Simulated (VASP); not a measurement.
# SiC (Cmc2_1) in VASP: notebook, part 3 of 3

VASP 6.6.1.

## 6. Electric field gradients, PBE (z stretched by -3 %)

Contents of INCAR:

```
PREC = Accurate
ENCUT = 520
EDIFF = 1E-8
ISMEAR = -1
SIGMA = 0.02
LREAL = F
LASPH = T
NELM = 80
ALGO = Normal
ISIF = 2
LWAVE = F
LCHARG = F
GGA = PE
LEFG = T
NBANDS = 36
```

Contents of KPOINTS:

```
regular mesh
0
Gamma
  10 10 2
```

Contents of POSCAR:

```
SiC
1.0
    1.5389000000     -2.6675000000      0.0000000000
    1.5389000000      2.6675000000      0.0000000000
    0.0000000000      0.0000000000     14.6682430000
Si C
6 6
Direct
    0.1666620609      0.8333379391      0.8577214520
    0.8333379391      0.1666620609      0.3577214520
    0.5001149274      0.4998850726      0.5245066742
    0.4998850726      0.5001149274      0.0245066742
    0.8334420063      0.1665579937      0.6912249934
    0.1665579937      0.8334420063      0.1912249934
    0.5001800044      0.4998199956      0.6498136388
    0.4998199956      0.5001800044      0.1498136388
    0.1666200921      0.8333799079      0.9826819951
    0.8333799079      0.1666200921      0.4826819951
    0.8333969726      0.1666030274      0.8161912464
    0.1666030274      0.8333969726      0.3161912464
```

Potentials or basis: VASP PAW PBE potentials, release 64 (Si, C).

The run is started by

```
cat potpaw_PBE.64/Si/POTCAR potpaw_PBE.64/C/POTCAR > POTCAR
mpirun -np 1 vasp_std > vasp.out
```

OUTCAR:

```text
PREC = Accurate
   ENCUT = 520
   EDIFF = 1E-8
   ISMEAR = -1
   LREAL = F
   LASPH = T
   NELM = 80
   ISIF = 2
   GGA = PE

 ion  position               nearest neighbor table
   1  0.167  0.833  0.858-   9 1.83  11 1.88  11 1.88  11 1.88   5 3.02   5 3.02   5 3.02   4 3.02
                             4 3.02   4 3.02
   2  0.833  0.167  0.358-  10 1.83  12 1.88  12 1.88  12 1.88   6 3.02   6 3.02   6 3.02   3 3.02
                             3 3.02   3 3.02
   3  0.500  0.500  0.525-   7 1.84  10 1.88  10 1.88  10 1.88   5 3.02   5 3.02   5 3.02   2 3.02
                             2 3.02   2 3.02
   4  0.500  0.500  0.025-   8 1.84   9 1.88   9 1.88   9 1.88   6 3.02   6 3.02   6 3.02   1 3.02
                             1 3.02   1 3.02
   5  0.833  0.167  0.691-  11 1.83   7 1.88   7 1.88   7 1.88   1 3.02   1 3.02   1 3.02   3 3.02
                             3 3.02   3 3.02
   6  0.167  0.833  0.191-  12 1.83   8 1.88   8 1.88   8 1.88   2 3.02   2 3.02   2 3.02   4 3.02
                             4 3.02   4 3.02
   7  0.500  0.500  0.650-   3 1.84   5 1.88   5 1.88   5 1.88
   8  0.500  0.500  0.150-   4 1.84   6 1.88   6 1.88   6 1.88
   9  0.167  0.833  0.983-   1 1.83   4 1.88   4 1.88   4 1.88
  10  0.833  0.167  0.483-   2 1.83   3 1.88   3 1.88   3 1.88
  11  0.833  0.167  0.816-   5 1.83   1 1.88   1 1.88   1 1.88
  12  0.167  0.833  0.316-   6 1.83   2 1.88   2 1.88   2 1.88

  LATTYP: Found a base centered orthorhombic cell.
 ALAT       =     3.0778000000
 B/A-ratio  =     1.7333809864
 C/A-ratio  =     4.7658207161

  Lattice vectors:

 A1 = (   1.5389000000,  -2.6675000000,   0.0000000000)
 A2 = (   1.5389000000,   2.6675000000,   0.0000000000)
 A3 = (   0.0000000000,   0.0000000000,  14.6682430000)

Analysis of symmetry for initial positions (statically):
=====================================================================
 Subroutine PRICEL returns:
 Original cell was already a primitive cell.

 Routine SETGRP: Setting up the symmetry group for a
 base centered orthorhombic supercell.

 Subroutine GETGRP returns: Found  4 space group operations
 (whereof  2 operations were pure point group operations)
 out of a pool of  8 trial point group operations.

The static configuration has the point symmetry C_1h.
 The point group associated with its full space group is C_2v.

Analysis of symmetry for dynamics (positions and initial velocities):
=====================================================================
 Subroutine PRICEL returns:
 Original cell was already a primitive cell.

 Routine SETGRP: Setting up the symmetry group for a
 base centered orthorhombic supercell.

 Subroutine GETGRP returns: Found  4 space group operations
 (whereof  2 operations were pure point group operations)
 out of a pool of  8 trial point group operations.

The dynamic configuration has the point symmetry C_1h.
 The point group associated with its full space group is C_2v.

 Subroutine INISYM returns: Found  4 space group operations
 (whereof  2 operations are pure point group operations),
 and found     1 'primitive' translations

----------------------------------------------------------------------------------------

                                     Primitive cell

[... 170 lines left out ...]
      5      -4.9551      2.00000
      6      -3.2801      2.00000
[... 925 lines left out ...]
     35      17.5631      0.00000
     36      18.1414      0.00000

 [... further k-points ...]

------------------------ aborting loop because EDIFF is reached ----------------------------------------

  FORCE on cell =-STRESS in cart. coord.  units (eV):
  Direction    XX          YY          ZZ          XY          YZ          ZX
  --------------------------------------------------------------------------------------
  -------------------------------------------------------------------------------------
  Total        3.5864372      3.3609922     17.1035795      0.0000000      0.0000000      0.0000000
  in kB       47.7145572     44.7151984    227.5488651      0.0000000      0.0000000      0.0000000
  external PRESSURE =     106.6595402 kB  Pullay stress =       0.0000000 kB

 VOLUME and BASIS-vectors are now :
 -----------------------------------------------------------------------------
  energy-cutoff  :      520.00
  volume of cell :      120.43
      direct lattice vectors                 reciprocal lattice vectors
     1.538900000 -2.667500000  0.000000000     0.324907401 -0.187441425  0.000000000
     1.538900000  2.667500000  0.000000000     0.324907401  0.187441425  0.000000000
     0.000000000  0.000000000 14.668243000     0.000000000  0.000000000  0.068174491

 POSITION                                       TOTAL-FORCE (eV/Angst)
 -----------------------------------------------------------------------------------
      1.53890      1.77836     12.58127         0.000000      0.000030     -0.413692
      1.53890     -1.77836      5.24715         0.000000     -0.000030     -0.413692
      1.53890     -0.00061      7.69359         0.000000     -0.000342     -0.369698
      1.53890      0.00061      0.35947         0.000000      0.000342     -0.369698
      1.53890     -1.77891     10.13906         0.000000      0.000053     -0.420387
      1.53890      1.77891      2.80493         0.000000     -0.000053     -0.420387
      1.53890     -0.00096      9.53162         0.000000     -0.000441      0.409919
      1.53890      0.00096      2.19750         0.000000      0.000441      0.409919
      1.53890      1.77858     14.41422         0.000000      0.000031      0.385290
      1.53890     -1.77858      7.08010         0.000000     -0.000031      0.385290
      1.53890     -1.77867     11.97209         0.000000     -0.000070      0.408569
      1.53890      1.77867      4.63797         0.000000      0.000070      0.408569
 -----------------------------------------------------------------------------------
    total drift:                               -0.000000      0.000000      0.000025

  FREE ENERGIE OF THE ION-ELECTRON SYSTEM (eV)
  ---------------------------------------------------
  free  energy   TOTEN  =       -90.0654186226 eV

  energy  without entropy=      -90.0654186226  energy(sigma->0) =      -90.06541862

 Electric field gradients (V/A^2)
---------------------------------------------------------------------
 ion       V_xx      V_yy      V_zz      V_xy      V_xz      V_yz
---------------------------------------------------------------------
   1       4.087     4.133    -8.220    -0.000    -0.000    -0.086
   2       4.087     4.133    -8.220     0.000    -0.000     0.086
   3       5.659     5.702   -11.362    -0.000    -0.000     0.087
   4       5.659     5.702   -11.362    -0.000    -0.000    -0.087
   5       3.726     3.768    -7.494    -0.000    -0.000    -0.083
   6       3.726     3.768    -7.494     0.000     0.000     0.083
   7       1.116     1.245    -2.361    -0.000     0.000    -0.003
   8       1.116     1.245    -2.361    -0.000     0.000     0.003
   9       2.072     2.195    -4.266     0.000     0.000    -0.008
  10       2.072     2.195    -4.266     0.000    -0.000     0.008
  11       2.291     2.414    -4.705     0.000     0.000    -0.008
  12       2.291     2.414    -4.705    -0.000    -0.000     0.008
---------------------------------------------------------------------

 Electric field gradients after diagonalization (V/A^2)
 (convention: |V_zz| > |V_xx| > |V_yy|)
----------------------------------------------------------------------
 ion       V_xx      V_yy      V_zz     asymmetry (V_yy - V_xx)/ V_zz
----------------------------------------------------------------------
   1       4.133     4.087    -8.221       0.006
   2       4.133     4.087    -8.221       0.006
   3       5.703     5.659   -11.362       0.004
   4       5.703     5.659   -11.362       0.004
   5       3.768     3.726    -7.495       0.006
   6       3.768     3.726    -7.495       0.006
   7       1.245     1.116    -2.361       0.054
   8       1.245     1.116    -2.361       0.054
   9       2.195     2.072    -4.266       0.029
  10       2.195     2.072    -4.266       0.029
  11       2.414     2.291    -4.705       0.026
  12       2.414     2.291    -4.705       0.026
----------------------------------------------------------------------

           NMR quadrupolar parameters

 Cq : quadrupolar parameter    Cq=e*Q*V_zz/h
 eta: asymmetry parameters     (V_yy - V_xx)/ V_zz
 Q  : nuclear electric quadrupole moment in mb (millibarn)
----------------------------------------------------------------------
 ion       Cq(MHz)       eta       Q (mb)
----------------------------------------------------------------------
   1      -0.020       0.006       1.000
   2      -0.020       0.006       1.000
   3      -0.027       0.004       1.000
   4      -0.027       0.004       1.000
   5      -0.018       0.006       1.000
   6      -0.018       0.006       1.000
   7      -0.006       0.054       1.000
   8      -0.006       0.054       1.000
   9      -0.010       0.029       1.000
  10      -0.010       0.029       1.000
  11      -0.011       0.026       1.000
  12      -0.011       0.026       1.000
----------------------------------------------------------------------
```

Wall time 7.1 min (1 thread of Intel Xeon Platinum 8488C (Sapphire Rapids), shared host); peak memory 0.35 GiB.

What came out:

```
Free energy                             : -90.0654 eV
Pressure                                : 10.7 GPa
Largest force                           : 0.420 eV/Å
Band gap on the k mesh                  : 1.95 eV (least direct gap 3.08 eV)
Largest electric field gradient by atom : Si -8.2, -11.4, -7.5 (each value once); C -2.4, -4.3, -4.7 (each value once) V/Å²
```

Forces in eV/Å, atoms in the order of the input:
```
Si   0.000  0.000 -0.414
Si   0.000  0.000 -0.414
Si   0.000  0.000 -0.370
Si   0.000  0.000 -0.370
Si   0.000  0.000 -0.420
Si   0.000  0.000 -0.420
C    0.000  0.000  0.410
C    0.000  0.000  0.410
C    0.000  0.000  0.385
C    0.000  0.000  0.385
C    0.000  0.000  0.409
C    0.000  0.000  0.409
```

Levels at points of the mesh, in eV from the valence-band top:
| k point | band 21 | band 22 | band 23 | band 24 | band 25 | band 26 | band 27 | band 28 |
| --- | --- | --- | --- | --- | --- | --- | --- | --- |
| (0.00, 0.00, 0.00) | -0.46 | -0.12 | -0.12 | 0.00 | 4.93 | 5.12 | 5.58 | 6.12 |
| (0.50, 0.00, 0.00) | -1.95 | -1.91 | -1.69 | -1.13 | 1.95 | 2.04 | 3.06 | 3.94 |
| (0.50, 0.50, 0.00) | -1.94 | -1.90 | -1.69 | -1.12 | 1.96 | 2.05 | 3.07 | 3.95 |
| (0.00, 0.00, 0.50) | -0.23 | -0.23 | -0.22 | -0.22 | 5.00 | 5.00 | 5.83 | 5.83 |
| (0.50, 0.00, 0.50) | -1.71 | -1.71 | -1.37 | -1.37 | 1.96 | 1.96 | 3.34 | 3.34 |
| (0.50, 0.50, 0.50) | -1.72 | -1.72 | -1.36 | -1.36 | 1.96 | 1.96 | 3.35 | 3.35 |

Electric field gradients, principal values (V/Å²):
```csv
atom,least,middle,greatest (by size)
1 Si,4.087,4.133,-8.221
2 Si,4.087,4.133,-8.221
3 Si,5.659,5.703,-11.362
4 Si,5.659,5.703,-11.362
5 Si,3.726,3.768,-7.495
6 Si,3.726,3.768,-7.495
7 C,1.116,1.245,-2.361
8 C,1.116,1.245,-2.361
9 C,2.072,2.195,-4.266
10 C,2.072,2.195,-4.266
11 C,2.291,2.414,-4.705
12 C,2.291,2.414,-4.705
```

Caveat: the cell differs from its parent crystal (z stretched by -3 %); the cell stands under pressure; without QUAD_EFG the Cq values of the log hold for a quadrupole moment of 1 mb, not for the nuclei.

## 7. Summary

| cell | k mesh | gap on the mesh (eV) | pressure (GPa) | largest force (eV/Å) |
| --- | --- | --- | --- | --- |
| a = 3.048, b = 3.048, c = 14.969 Å, angles 90.0, 90.0, 120.0°, 12 atoms, atomic positions A | 10 × 10 × 2 | 2.01 | 10.4 | 0.01 |
| a = 3.080, b = 3.080, c = 14.668 Å, angles 90.0, 90.0, 120.0°, 12 atoms, atomic positions A | 10 × 10 × 2 | 1.95 | 10.7 | 0.42 |
| a = 3.080, b = 3.080, c = 15.122 Å, angles 90.0, 90.0, 120.0°, 12 atoms, atomic positions B | 16 × 16 × 3 | 1.88 | 3.3 | 0.73 |

Alike in all rows: task electric field gradients; level PBE; potentials or basis VASP PAW PBE potentials, release 64 (Si, C); no spin polarisation; cutoff (eV) 520; smearing fermi-dirac 0.02 eV.

Caveats: the cell stands under pressure; an odd mesh through Γ misses points on the zone boundary, where band edges can lie (at least some runs).

Total energies depend on the potentials used, so only differences within one code and one set of settings carry meaning.
